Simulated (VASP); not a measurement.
**RbCl: relaxation of cell and atoms with PBE+D3(BJ)**

Crystal: RbCl.

```
Rb Cl
1.0
     0.00000    3.30871    3.30871
     3.30871    0.00000    3.30871
     3.30871    3.30871    0.00000
Rb Cl
1 1
Direct
  0.00000 0.00000 0.00000
  0.50000 0.50000 0.50000
```

- Program: VASP 6.6.1
- Task: relaxation of cell and atoms
- Functional: PBE
- Dispersion: D3(BJ)
- Potentials or basis: VASP PAW PBE potentials, release 64 (Rb_sv, Cl)
- Cutoff: 500 eV
- k mesh: 6 × 6 × 6
- Occupations: gaussian, width 0.02 eV
- Spin: no spin polarisation
- Dipole correction: no
- Further INCAR settings: ALGO = Normal; EDIFF = 1e-07; IBRION = 2; EDIFFG = -0.02; NSW = 70; ISIF = 3

```yaml
Relaxed_volume: 35.75 Å³/atom
Relaxed_cell: a = 4.659 Å, b = 4.659 Å, c = 4.659 Å, α = 60.00°, β = 60.00°, γ = 60.00°
Space_group_after_relaxing_to_0.05_Å: Fm-3m (No. 225)
Energy_gained_by_relaxing: 0.3 meV/atom
Ionic_steps: 3
Pressure_after_relaxing: 0.0 GPa
Band_gap_on_the_k_mesh: 4.99 eV, direct
Dispersion_energy_per_atom: -0.181 eV
```

The path:
| step | energy change (eV) | largest force (eV/Å) | pressure (GPa) | volume (Å³) |
| --- | --- | --- | --- | --- |
| 1 | 0.0000 | 0.0000 | -0.21 | 72.44 |
| 2 | -0.0005 | 0.0000 | -0.10 | 71.94 |
| 3 | -0.0006 | 0.0000 | 0.00 | 71.51 |

Final structure:
```cif
data_structure
_symmetry_space_group_name_H-M 'P 1'
_symmetry_Int_Tables_number 1
_cell_length_a 4.6590
_cell_length_b 4.6590
_cell_length_c 4.6590
_cell_angle_alpha 60.000
_cell_angle_beta 60.000
_cell_angle_gamma 60.000
_cell_volume 71.51
loop_
_atom_site_label
_atom_site_type_symbol
_atom_site_fract_x
_atom_site_fract_y
_atom_site_fract_z
_atom_site_occupancy
Rb1 Rb 0.00000 0.00000 0.00000 1
Cl1 Cl 0.50000 0.50000 0.50000 1
```

Levels at points of the mesh, in eV from the valence-band top:
| k point | band 5 | band 6 | band 7 | band 8 | band 9 | band 10 | band 11 | band 12 |
| --- | --- | --- | --- | --- | --- | --- | --- | --- |
| (0.00, 0.00, 0.00) | -7.98 | 0.00 | 0.00 | 0.00 | 4.99 | 7.99 | 7.99 | 7.99 |
| (0.50, 0.00, 0.00) | -7.95 | -0.86 | -0.34 | -0.34 | 7.74 | 7.96 | 10.14 | 10.14 |
| (0.50, 0.50, 0.00) | -8.08 | -0.32 | -0.10 | -0.10 | 6.21 | 8.05 | 9.69 | 10.06 |

Run time: 16 s on 1 thread of Intel(R) Xeon(R) 6975P-C (Granite Rapids), with other jobs on the host, peak memory 0.22 GiB.

As with any semilocal functional, this PBE gap is likely too small.
